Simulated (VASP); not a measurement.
# W (Fm-3m) in VASP: further runs, part 2 of 2

VASP 6.6.1. Earlier steps stand in the parts before.

## (3) Electric field gradients, revPBE

Contents of INCAR:

```
SYSTEM = W
ALGO = Normal ; EDIFF = 1E-8
ENCUT = 520 ; GGA = RE
ISIF = 2 ; ISMEAR = -1
LASPH = .TRUE. ; LCHARG = .FALSE.
LEFG = .TRUE. ; LREAL = .FALSE.
LWAVE = .FALSE. ; NBANDS = 13
NELM = 60 ; PREC = Accurate
SIGMA = 0.05
```

Contents of KPOINTS:

```
k-points
0
G
  14 14 14
  0 0 0
```

Contents of POSCAR:

```
W
1.0
    0.0000000000      2.0300000000      2.0300000000
    2.0300000000      0.0000000000      2.0300000000
    2.0300000000      2.0300000000      0.0000000000
W
1
Direct
    0.0000000000      0.0000000000      0.0000000000
```

Potentials or basis: VASP PAW PBE potentials, release 64 (W_sv).

Command:

```console
> cat potpaw_PBE.64/W_sv/POTCAR > POTCAR
> mpirun -np 1 vasp_std > vasp.out
```

OUTCAR:

```text
SYSTEM = W
   EDIFF = 1E-8
   ENCUT = 520
   GGA = RE
   ISIF = 2
   ISMEAR = -1
   LASPH = .TRUE.
   LREAL = .FALSE.
   NELM = 60
   PREC = Accurate

 ion  position               nearest neighbor table
   1  0.000  0.000  0.000-

  LATTYP: Found a face centered cubic cell.
 ALAT       =     4.0600000000

  Lattice vectors:

 A1 = (   0.0000000000,   2.0300000000,   2.0300000000)
 A2 = (   2.0300000000,   0.0000000000,   2.0300000000)
 A3 = (   2.0300000000,   2.0300000000,   0.0000000000)

Analysis of symmetry for initial positions (statically):
=====================================================================
 Subroutine PRICEL returns:
 Original cell was already a primitive cell.

 Routine SETGRP: Setting up the symmetry group for a
 face centered cubic supercell.

 Subroutine GETGRP returns: Found 48 space group operations
 (whereof 48 operations were pure point group operations)
 out of a pool of 48 trial point group operations.

The static configuration has the point symmetry O_h .

Analysis of symmetry for dynamics (positions and initial velocities):
=====================================================================
 Subroutine PRICEL returns:
 Original cell was already a primitive cell.

 Routine SETGRP: Setting up the symmetry group for a
 face centered cubic supercell.

 Subroutine GETGRP returns: Found 48 space group operations
 (whereof 48 operations were pure point group operations)
 out of a pool of 48 trial point group operations.

The dynamic configuration has the point symmetry O_h .

 Subroutine INISYM returns: Found 48 space group operations
 (whereof 48 operations are pure point group operations),
 and found     1 'primitive' translations

----------------------------------------------------------------------------------------

                                     Primitive cell

  volume of cell :      16.7309

  direct lattice vectors                    reciprocal lattice vectors
     0.000000000  2.030000000  2.030000000    -0.246305419  0.246305419  0.246305419
     2.030000000  0.000000000  2.030000000     0.246305419 -0.246305419  0.246305419
     2.030000000  2.030000000  0.000000000     0.246305419  0.246305419 -0.246305419

  length of vectors
     2.870853532  2.870853532  2.870853532     0.426613499  0.426613499  0.426613499

  position of ions in fractional coordinates (direct lattice)
     0.000000000  0.000000000  0.000000000

  ion indices of the primitive-cell ions
   primitive index   ion index
                 1           1

----------------------------------------------------------------------------------------

 KPOINTS: k-points

Automatic generation of k-mesh.
 Grid dimensions read from file:
 generate k-points for:   14   14   14

 Generating k-lattice:
[... 65 lines left out ...]
   NSW    =      0    number of steps for IOM
   IBRION =     -1    ionic relax: 0-MD 1-quasi-New 2-CG
   NFREE  =      0    steps in history (QN), initial steepest desc. (CG)
   ISIF   =      2    stress and relaxation
   ISYM   =      2    0-nonsym 1-usesym 2-fastsym
   POTIM  = 0.5000    time-step for ionic-motion
   TEBEG  =    0.0;   TEEND  =   0.0 temperature during run
   PSTRESS=    0.0 pullay stress
   NELECT =      14.0000    total number of electrons
   NUPDOWN=      -1.0000    fix difference up-down
   EMIN   =  10.00;   EMAX   =-10.00  energy-range for DOS
   EFERMI =   0.00;   METHOD = LEGACY
   ISMEAR =    -1;   SIGMA  =   0.05  broadening in eV -4-tet -1-fermi 0-gaus
   EFERMI_NEDOS =   21; number of points for ismear=-14 and -15
   IALGO  =     38    algorithm
   IMIX   =      4    mixing-type and parameters
     AMIX     =   0.40;   BMIX     =  1.00
     AMIX_MAG =   1.60;   BMIX_MAG =  1.00
  volume/ion in A,a.u.               =      16.73       112.91
  Fermi-wavevector in a.u.,A,eV,Ry     =   1.542688  2.915258 32.380324  2.379887
  Thomas-Fermi vector in A             =   2.648457
   LORBIT       =      0    0 simple, 1 ext, 2 COOP (PROOUT), +10 PAW based schemes
   GGA     = RE    functional components
   LHFCALC =     F    Hartree Fock is set to
   AEXX    =    0.0000 exact exchange contribution
   IVDW    =     0    specifies the selected vdW correction
   LEPSILON=     F    determine dielectric tensor
   LRPA    =     F    only Hartree local field effects (RPA)
 non-spin polarized calculation
  energy-cutoff  :      520.00
  volume of cell :       16.73
 maximum number of plane-waves:       464
 NGX is ok and might be reduce to    24
   NGX = 11   NGY = 11   NGZ = 11

 number of electron      14.0000002 magnetization

 Free energy of the ion-electron system (eV)
  ---------------------------------------------------
  ext. energy  EPLUGINS =         0.00000000
  ---------------------------------------------------
  free energy    TOTEN  =       -12.03804518 eV

  energy without entropy =      -12.02728076  energy(sigma->0) =      -12.03266297

 E-fermi :  10.2775     XC(G=0): -13.2895

 val. band max:       10.2773564728   @ k =   0.5000   0.1429   0.0000
 cond. band min:      10.2917445798   @ k =  -0.1429   0.0714   0.0000
 fundamental gap:      0.0143881070
 Fermi energy:        10.2774981284

 k-point     1 :       0.0000    0.0000    0.0000
  band No.  band energies     occupation
      1     -63.4454      2.00000
      2     -27.0979      2.00000
      3     -27.0979      2.00000
      4     -27.0979      2.00000
      5       1.3960      2.00000
      6       9.7586      1.99994
      7       9.7586      1.99994
      8       9.7586      1.99994
      9      12.8055      0.00000
     10      12.8055      0.00000
     11      23.0213      0.00000
     12      28.1612      0.00000
     13      28.1612      0.00000
[... 354 lines left out ...]
  band No.  band energies     occupation
      1     -63.3879      2.00000
      2     -27.6421      2.00000
      3     -27.2456      2.00000
      4     -27.2346      2.00000
      5       4.0746      2.00000
      6       8.0587      2.00000
      7       9.9567      1.99673
      8      10.8912      0.00001
      9      12.2267      0.00000
     10      13.8272      0.00000
     11      24.7465      0.00000
     12      27.6352      0.00000
     13      29.8273      0.00000

 [... further k-points ...]
[... 5 lines left out ...]
  --------------------------------------------------------------------------------------
  -------------------------------------------------------------------------------------
  Total       -0.1809956     -0.1809956     -0.1809956     -0.0000000     -0.0000000      0.0000000
  in kB      -17.3324739    -17.3324739    -17.3324739     -0.0000000     -0.0000000      0.0000000
  external PRESSURE =     -17.3324739 kB  Pullay stress =       0.0000000 kB

 VOLUME and BASIS-vectors are now :
 -----------------------------------------------------------------------------
  energy-cutoff  :      520.00
  volume of cell :       16.73
      direct lattice vectors                 reciprocal lattice vectors
     0.000000000  2.030000000  2.030000000    -0.246305419  0.246305419  0.246305419
     2.030000000  0.000000000  2.030000000     0.246305419 -0.246305419  0.246305419
     2.030000000  2.030000000  0.000000000     0.246305419  0.246305419 -0.246305419

 POSITION                                       TOTAL-FORCE (eV/Angst)
 -----------------------------------------------------------------------------------
      0.00000      0.00000      0.00000        -0.000000      0.000000     -0.000000
 -----------------------------------------------------------------------------------
    total drift:                                0.000000      0.000000      0.000000

  FREE ENERGIE OF THE ION-ELECTRON SYSTEM (eV)
  ---------------------------------------------------
  free  energy   TOTEN  =       -12.0380451841 eV

  energy  without entropy=      -12.0272807560  energy(sigma->0) =      -12.03266297

 Electric field gradients (V/A^2)
---------------------------------------------------------------------
 ion       V_xx      V_yy      V_zz      V_xy      V_xz      V_yz
---------------------------------------------------------------------
   1      -0.000    -0.000     0.000    -0.000    -0.000    -0.000
---------------------------------------------------------------------

 Electric field gradients after diagonalization (V/A^2)
 (convention: |V_zz| > |V_xx| > |V_yy|)
----------------------------------------------------------------------
 ion       V_xx      V_yy      V_zz     asymmetry (V_yy - V_xx)/ V_zz
----------------------------------------------------------------------
   1       0.000     0.000    -0.001       0.000
----------------------------------------------------------------------

           NMR quadrupolar parameters

 Cq : quadrupolar parameter    Cq=e*Q*V_zz/h
 eta: asymmetry parameters     (V_yy - V_xx)/ V_zz
 Q  : nuclear electric quadrupole moment in mb (millibarn)
----------------------------------------------------------------------
 ion       Cq(MHz)       eta       Q (mb)
----------------------------------------------------------------------
   1      -0.000       0.000       1.000
----------------------------------------------------------------------
```

OSZICAR:

```text
N       E                     dE             d eps       ncg     rms          rms(c)
DAV:   1     0.861013096632E+02    0.86101E+02   -0.74851E+03  2704   0.122E+03
DAV:   2    -0.109041487448E+02   -0.97005E+02   -0.93430E+02  3049   0.314E+02
DAV:   3    -0.126453840847E+02   -0.17412E+01   -0.17335E+01  2929   0.405E+01
DAV:   4    -0.126534089124E+02   -0.80248E-02   -0.80246E-02  3094   0.306E+00
DAV:   5    -0.126534814083E+02   -0.72496E-04   -0.72496E-04  2984   0.275E-01    0.181E+01
DAV:   6    -0.121624771440E+02    0.49100E+00   -0.43610E-01  2884   0.875E+00    0.693E+00
DAV:   7    -0.120418909794E+02    0.12059E+00   -0.21216E-01  3004   0.577E+00    0.622E-01
DAV:   8    -0.120381260929E+02    0.37649E-02   -0.41599E-03  2724   0.827E-01    0.884E-02
DAV:   9    -0.120380469849E+02    0.79108E-04   -0.14714E-04  3089   0.147E-01    0.367E-02
DAV:  10    -0.120380445628E+02    0.24221E-05   -0.16779E-05  2874   0.529E-02    0.214E-03
DAV:  11    -0.120380453376E+02   -0.77478E-06   -0.36334E-07  2864   0.763E-03    0.577E-04
DAV:  12    -0.120380451475E+02    0.19013E-06   -0.72459E-09  2287   0.110E-03    0.171E-04
DAV:  13    -0.120380451804E+02   -0.32923E-07   -0.56769E-10  1517   0.332E-04    0.218E-05
DAV:  14    -0.120380451841E+02   -0.37346E-08   -0.89074E-11  1407   0.133E-04
   1 F= -.12038045E+02 E0= -.12032663E+02  d E =-.107644E-01
```

It used 10 s of CPU time on 1 thread of Intel(R) Xeon(R) Platinum 8488C (Sapphire Rapids), on a shared host.

What came out:

```yaml
Free_energy: -12.0380 eV
Pressure: -1.7 GPa
Band_gap_on_the_k_mesh: zero (band 7 reaches 13.21 eV, above the bottom of band 8 at 9.76 eV)
```

Caveat: without QUAD_EFG the Cq values of the log hold for a quadrupole moment of 1 mb, not for the nuclei; the PAW data sets were made with another functional, which shifts forces and pressure a little; spin-orbit coupling is left out, which moves the levels of the heavy elements.
